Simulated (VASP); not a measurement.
# TiO2 (I4/m) in VASP: electric field gradients with PBE

Aim: the electric field gradients of TiO2 with PBE.

Program: VASP 6.6.1. These are calculated values, not measurements. Logs are shortened: lines on timing, memory, paths and dates and some standing lists are left out, and cuts for length are marked.

## (1) The cell of the first run

Symmetry: I4/m, No. 87, tetragonal system. Conventional cell: a = 8.702 Å, b = 8.702 Å, c = 3.775 Å, α = 90.00°, β = 90.00°, γ = 90.00°. Ti (site symmetry m) has 6 O at 1.80 to 2.26 Å within 2.4 Å. Within 2.7 Å of O (site symmetry m) lie 4 Ti at 1.95 to 2.26 Å and 5 O at 2.62 to 2.65 Å. Within 2.4 Å of O (site symmetry m) lie 2 Ti at 1.80 to 1.81 Å.

## (2) Electric field gradients, PBE

File INCAR:

```
SYSTEM = TiO2
PREC = Accurate
ENCUT = 520
EDIFF = 1E-8
ISMEAR = -1
SIGMA = 0.02
LREAL = .FALSE.
LASPH = .TRUE.
NELM = 120
ALGO = Normal
ISIF = 2
LWAVE = .FALSE.
LCHARG = .FALSE.
GGA = PE
LEFG = .TRUE.
NBANDS = 60
GGA_COMPAT = .FALSE.
```

File KPOINTS:

```
Automatic mesh
0
Gamma
  7 7 7
  0.5 0.5 0.5
```

File POSCAR:

```
TiO2
1.0
   -4.3507577183      4.3507577183      1.8875555959
    4.3507577183     -4.3507577183      1.8875555959
    4.3507577183      4.3507577183     -1.8875555959
Ti O
4 8
Direct
    0.7077182950      0.0028552450      0.7105735400
    0.9971447550      0.7077182950      0.7048630500
    0.0028552450      0.2922817050      0.2951369500
    0.2922817050      0.9971447550      0.2894264600
    0.5011361750      0.1507847150      0.6519208900
    0.8383379800      0.8403974000      0.6787353800
    0.8492152850      0.5011361750      0.3503514600
    0.8403974000      0.1616620200      0.0020594200
    0.1596026000      0.8383379800      0.9979405800
    0.1507847150      0.4988638250      0.6496485400
    0.1616620200      0.1596026000      0.3212646200
    0.4988638250      0.8492152850      0.3480791100
```

Potentials or basis: VASP PAW PBE potentials, release 64 (Ti_sv, O).

On the command line:

```sh
$ cat potpaw_PBE.64/Ti_sv/POTCAR potpaw_PBE.64/O/POTCAR > POTCAR
$ mpirun -np 1 vasp_std > vasp.out
```

OUTCAR:

```text
SYSTEM = TiO2
   PREC = Accurate
   ENCUT = 520
   EDIFF = 1E-8
   ISMEAR = -1
   LREAL = .FALSE.
   LASPH = .TRUE.
   NELM = 120
   ISIF = 2
   GGA = PE

 ion  position               nearest neighbor table
   1  0.708  0.003  0.711-   8 1.80   6 1.81  10 1.95  10 1.95   5 2.21  12 2.26
   2  0.997  0.708  0.705-   6 1.80   9 1.81   5 1.95   5 1.95   7 2.21  10 2.26
   3  0.003  0.292  0.295-  11 1.80   8 1.81  12 1.95  12 1.95  10 2.21   7 2.26
   4  0.292  0.997  0.289-   9 1.80  11 1.81   7 1.95   7 1.95  12 2.21   5 2.26
   5  0.501  0.151  0.652-   2 1.95   2 1.95   1 2.21   4 2.26
   6  0.838  0.840  0.679-   2 1.80   1 1.81
   7  0.849  0.501  0.350-   4 1.95   4 1.95   2 2.21   3 2.26
   8  0.840  0.162  0.002-   1 1.80   3 1.81
   9  0.160  0.838  0.998-   4 1.80   2 1.81
  10  0.151  0.499  0.650-   1 1.95   1 1.95   3 2.21   2 2.26
  11  0.162  0.160  0.321-   3 1.80   4 1.81
  12  0.499  0.849  0.348-   3 1.95   3 1.95   4 2.21   1 2.26

  LATTYP: Found a body centered tetragonal cell.
 ALAT       =     8.7015154366
 C/A-ratio  =     0.4338452560

  Lattice vectors:

 A1 = (  -4.3507577183,   4.3507577183,   1.8875555959)
 A2 = (   4.3507577183,  -4.3507577183,   1.8875555959)
 A3 = (   4.3507577183,   4.3507577183,  -1.8875555959)

Analysis of symmetry for initial positions (statically):
=====================================================================
 Subroutine PRICEL returns:
 Original cell was already a primitive cell.

 Routine SETGRP: Setting up the symmetry group for a
 body centered tetragonal supercell.

 Subroutine GETGRP returns: Found  8 space group operations
 (whereof  8 operations were pure point group operations)
 out of a pool of 16 trial point group operations.

The static configuration has the point symmetry C_4h.

Analysis of symmetry for dynamics (positions and initial velocities):
=====================================================================
 Subroutine PRICEL returns:
 Original cell was already a primitive cell.

 Routine SETGRP: Setting up the symmetry group for a
 body centered tetragonal supercell.

 Subroutine GETGRP returns: Found  8 space group operations
 (whereof  8 operations were pure point group operations)
 out of a pool of 16 trial point group operations.

The dynamic configuration has the point symmetry C_4h.

 Subroutine INISYM returns: Found  8 space group operations
 (whereof  8 operations are pure point group operations),
 and found     1 'primitive' translations

----------------------------------------------------------------------------------------

                                     Primitive cell

  volume of cell :     142.9189

  direct lattice vectors                    reciprocal lattice vectors
    -4.350757718  4.350757718  1.887555596     0.000000000  0.114922511  0.264892860
     4.350757718 -4.350757718  1.887555596     0.114922511  0.000000000  0.264892860
     4.350757718  4.350757718 -1.887555596     0.114922511  0.114922511  0.000000000

  length of vectors
     6.435918860  6.435918860  6.435918860     0.288748005  0.288748005  0.162524973

  position of ions in fractional coordinates (direct lattice)
     0.707718295  0.002855245  0.710573540
     0.997144755  0.707718295  0.704863050
     0.002855245  0.292281705  0.295136950
     0.292281705  0.997144755  0.289426460
     0.501136175  0.150784715  0.651920890
     0.838337980  0.840397400  0.678735380
     0.849215285  0.501136175  0.350351460
     0.840397400  0.161662020  0.002059420
     0.159602600  0.838337980  0.997940580
     0.150784715  0.498863825  0.649648540
     0.161662020  0.159602600  0.321264620
     0.498863825  0.849215285  0.348079110

  ion indices of the primitive-cell ions
   primitive index   ion index
                 1           1
                 2           2
                 3           3
                 4           4
                 5           5
                 6           6
                 7           7
                 8           8
                 9           9
                10          10
                11          11
                12          12

----------------------------------------------------------------------------------------

 KPOINTS: Automatic mesh

Automatic generation of k-mesh.
 Grid dimensions read from file:
 generate k-points for:    7    7    7

[... 57 lines left out ...]
   ISPIN  =      1    spin polarized calculation?
   LNONCOLLINEAR =      F non collinear calculations
   LSORBIT =      F    spin-orbit coupling
   LASPH  =      T    aspherical Exc in radial PAW
   ENCUT  =  520.0 eV  38.22 Ry    6.18 a.u.  11.97 11.97 11.97*2*pi/ulx,y,z
   NELM   =    120;   NELMIN=  2; NELMDL= -5     # of ELM steps
   EDIFF  = 0.1E-07   stopping-criterion for ELM
   LREAL  =      F    real-space projection
   EDIFFG = 0.1E-06   stopping-criterion for IOM
   NSW    =      0    number of steps for IOM
   IBRION =     -1    ionic relax: 0-MD 1-quasi-New 2-CG
   NFREE  =      0    steps in history (QN), initial steepest desc. (CG)
   ISIF   =      2    stress and relaxation
   ISYM   =      2    0-nonsym 1-usesym 2-fastsym
   POTIM  = 0.5000    time-step for ionic-motion
   TEBEG  =    0.0;   TEEND  =   0.0 temperature during run
   PSTRESS=    0.0 pullay stress
   NELECT =      96.0000    total number of electrons
   NUPDOWN=      -1.0000    fix difference up-down
   EMIN   =  10.00;   EMAX   =-10.00  energy-range for DOS
   EFERMI =   0.00;   METHOD = LEGACY
   ISMEAR =    -1;   SIGMA  =   0.02  broadening in eV -4-tet -1-fermi 0-gaus
   EFERMI_NEDOS =   21; number of points for ismear=-14 and -15
   IALGO  =     38    algorithm
   IMIX   =      4    mixing-type and parameters
     AMIX     =   0.40;   BMIX     =  1.00
     AMIX_MAG =   1.60;   BMIX_MAG =  1.00
  volume/ion in A,a.u.               =      11.91        80.37
  Fermi-wavevector in a.u.,A,eV,Ry     =   1.433734  2.709365 27.968062  2.055595
  Thomas-Fermi vector in A             =   2.553220
   LORBIT       =      0    0 simple, 1 ext, 2 COOP (PROOUT), +10 PAW based schemes
   GGA     = PE    functional components
   LHFCALC =     F    Hartree Fock is set to
   AEXX    =    0.0000 exact exchange contribution
   IVDW    =     0    specifies the selected vdW correction
   LEPSILON=     F    determine dielectric tensor
   LRPA    =     F    only Hartree local field effects (RPA)
 non-spin polarized calculation
  energy-cutoff  :      520.00
  volume of cell :      142.92
 maximum number of plane-waves:      3870
   NGX = 23   NGY = 23   NGZ = 23

 number of electron      95.9999988 magnetization

 Free energy of the ion-electron system (eV)
  ---------------------------------------------------
  ext. energy  EPLUGINS =         0.00000000
  ---------------------------------------------------
  free energy    TOTEN  =      -107.29103620 eV

  energy without entropy =     -107.29103620  energy(sigma->0) =     -107.29103620

 E-fermi :   3.4590     XC(G=0): -10.4180

 val. band max:        3.0644782970   @ k =   0.5000   0.5000   0.5000
 cond. band min:       4.7287847901   @ k =  -0.0714   0.0714   0.0714
 fundamental gap:      1.6643064930
 Fermi energy:         3.4589671286

 k-point     1 :       0.0714    0.0714    0.0714
  band No.  band energies     occupation
      1     -53.3167      2.00000
      2     -53.2995      2.00000
      3     -53.2987      2.00000
      4     -53.2846      2.00000
      5     -29.7343      2.00000
      6     -29.7212      2.00000
[... 1501 lines left out ...]
     59       7.4544      0.00000
     60       7.6847      0.00000

 [... further k-points ...]

------------------------ aborting loop because EDIFF is reached ----------------------------------------

  FORCE on cell =-STRESS in cart. coord.  units (eV):
  Direction    XX          YY          ZZ          XY          YZ          ZX
  --------------------------------------------------------------------------------------
  -------------------------------------------------------------------------------------
  Total        3.3322948      3.3322948      3.5035363      0.0000005     -0.0000000      0.0000000
  in kB       37.3563523     37.3563523     39.2760370      0.0000059     -0.0000000      0.0000000
  external PRESSURE =      37.9962472 kB  Pullay stress =       0.0000000 kB

 VOLUME and BASIS-vectors are now :
 -----------------------------------------------------------------------------
  energy-cutoff  :      520.00
  volume of cell :      142.92
      direct lattice vectors                 reciprocal lattice vectors
    -4.350757718  4.350757718  1.887555596     0.000000000  0.114922511  0.264892860
     4.350757718 -4.350757718  1.887555596     0.114922511  0.000000000  0.264892860
     4.350757718  4.350757718 -1.887555596     0.114922511  0.114922511  0.000000000

 POSITION                                       TOTAL-FORCE (eV/Angst)
 -----------------------------------------------------------------------------------
      0.02484      6.15822      0.00000         0.021013      0.108388     -0.000000
      1.80746      4.32591      1.88756         0.108388     -0.021013      0.000000
      2.54329      0.02484      0.00000        -0.108388      0.021013      0.000000
      4.32591     -1.80746      1.88756        -0.021013     -0.108388      0.000000
      1.31206      4.36064      0.00000         0.086721     -0.011655      0.000000
      2.96197      2.94405      1.88756        -0.010295      0.043609      0.000000
      0.00989      3.03870      1.88756        -0.011655     -0.086721     -0.000000
     -2.94405      2.96197      1.88756        -0.043609     -0.010295     -0.000000
      7.29481      1.38878      0.00000         0.043609      0.010295      0.000000
      4.34087      1.31206      0.00000         0.011655      0.086721      0.000000
      1.38878      1.40670     -0.00000         0.010295     -0.043609     -0.000000
      3.03870     -0.00989      1.88756        -0.086721      0.011655     -0.000000
 -----------------------------------------------------------------------------------
    total drift:                               -0.000000     -0.000000      0.000000

  FREE ENERGIE OF THE ION-ELECTRON SYSTEM (eV)
  ---------------------------------------------------
  free  energy   TOTEN  =      -107.2910361988 eV

  energy  without entropy=     -107.2910361988  energy(sigma->0) =     -107.29103620

 Electric field gradients (V/A^2)
---------------------------------------------------------------------
 ion       V_xx      V_yy      V_zz      V_xy      V_xz      V_yz
---------------------------------------------------------------------
   1      -6.411    12.350    -5.939     1.216     0.001     0.001
   2      12.349    -6.411    -5.938    -1.214     0.001     0.001
   3      12.349    -6.411    -5.938    -1.214     0.001     0.001
   4      -6.411    12.350    -5.939     1.216     0.001     0.001
   5     -30.411     9.928    20.483    -0.078    -0.000    -0.000
   6      -1.097    -0.381     1.478   -12.063    -0.001    -0.000
   7       9.927   -30.410    20.483     0.076    -0.001    -0.000
   8      -0.382    -1.097     1.479    12.057     0.000     0.000
   9      -0.382    -1.097     1.479    12.057     0.000     0.000
  10       9.927   -30.410    20.483     0.076    -0.001    -0.000
  11      -1.097    -0.381     1.478   -12.063    -0.001    -0.000
  12     -30.411     9.928    20.483    -0.078    -0.000    -0.000
---------------------------------------------------------------------

 Electric field gradients after diagonalization (V/A^2)
 (convention: |V_zz| > |V_xx| > |V_yy|)
----------------------------------------------------------------------
 ion       V_xx      V_yy      V_zz     asymmetry (V_yy - V_xx)/ V_zz
----------------------------------------------------------------------
   1      -6.489    -5.939    12.428       0.044
   2      -6.489    -5.938    12.428       0.044
   3      -6.489    -5.938    12.428       0.044
   4      -6.489    -5.939    12.428       0.044
   5      20.483     9.928   -30.411       0.347
   6      11.329     1.478   -12.807       0.769
   7      20.483     9.927   -30.411       0.347
   8      11.323     1.479   -12.802       0.769
   9      11.323     1.479   -12.802       0.769
  10      20.483     9.927   -30.411       0.347
  11      11.329     1.478   -12.807       0.769
  12      20.483     9.928   -30.411       0.347
----------------------------------------------------------------------

           NMR quadrupolar parameters

 Cq : quadrupolar parameter    Cq=e*Q*V_zz/h
 eta: asymmetry parameters     (V_yy - V_xx)/ V_zz
 Q  : nuclear electric quadrupole moment in mb (millibarn)
----------------------------------------------------------------------
 ion       Cq(MHz)       eta       Q (mb)
----------------------------------------------------------------------
   1       0.030       0.044       1.000
   2       0.030       0.044       1.000
   3       0.030       0.044       1.000
   4       0.030       0.044       1.000
   5      -0.074       0.347       1.000
   6      -0.031       0.769       1.000
   7      -0.074       0.347       1.000
   8      -0.031       0.769       1.000
   9      -0.031       0.769       1.000
  10      -0.074       0.347       1.000
  11      -0.031       0.769       1.000
  12      -0.074       0.347       1.000
----------------------------------------------------------------------
```

It took 12 min on 1 thread of Intel Xeon 8259CL, shared host; peak memory 0.53 GiB.

What came out:

```yaml
Free_energy: -107.2910 eV
Pressure: 3.8 GPa
Largest_force: 0.110 eV/Å
Band_gap_on_the_k_mesh: 1.66 eV (least direct gap 2.32 eV)
Largest_electric_field_gradient_by_atom: Ti +12.4; O -30.4, -12.8 (each value once) V/Å²
```

Forces on the atoms (eV/Å):
```
Ti   0.021  0.108  0.000
Ti   0.108 -0.021  0.000
Ti  -0.108  0.021  0.000
Ti  -0.021 -0.108  0.000
O    0.087 -0.012  0.000
O   -0.010  0.044  0.000
O   -0.012 -0.087  0.000
O   -0.044 -0.010  0.000
O    0.044  0.010  0.000
O    0.012  0.087  0.000
O    0.010 -0.044  0.000
O   -0.087  0.012  0.000
```

Stress tensor (GPa, compression positive):
```
3.74 0.00 0.00
0.00 3.74 0.00
0.00 0.00 3.93
```

Levels at points of the mesh, in eV from the valence-band top:
```csv
k point,band 44,band 45,band 46,band 47,band 48,band 49,band 50,band 51,band 52,band 53
"(0.50, 0.50, 0.50)",-1.34,-1.23,-1.14,-1.14,0.00,2.86,2.86,2.92,3.09,3.41
```

Electric field gradients, principal values (V/Å²):
| atom | least | middle | greatest (by size) |
| --- | --- | --- | --- |
| 1 Ti | -5.939 | -6.489 | 12.428 |
| 2 Ti | -5.938 | -6.489 | 12.428 |
| 3 Ti | -5.938 | -6.489 | 12.428 |
| 4 Ti | -5.939 | -6.489 | 12.428 |
| 5 O | 9.928 | 20.483 | -30.411 |
| 6 O | 1.478 | 11.329 | -12.807 |
| 7 O | 9.927 | 20.483 | -30.411 |
| 8 O | 1.479 | 11.323 | -12.802 |
| 9 O | 1.479 | 11.323 | -12.802 |
| 10 O | 9.927 | 20.483 | -30.411 |
| 11 O | 1.478 | 11.329 | -12.807 |
| 12 O | 9.928 | 20.483 | -30.411 |

Caveat: the cell stands under pressure; without QUAD_EFG the Cq values of the log hold for a quadrupole moment of 1 mb, not for the nuclei; a shifted mesh leaves out Γ, where band edges can lie. A k mesh can miss the band edges.
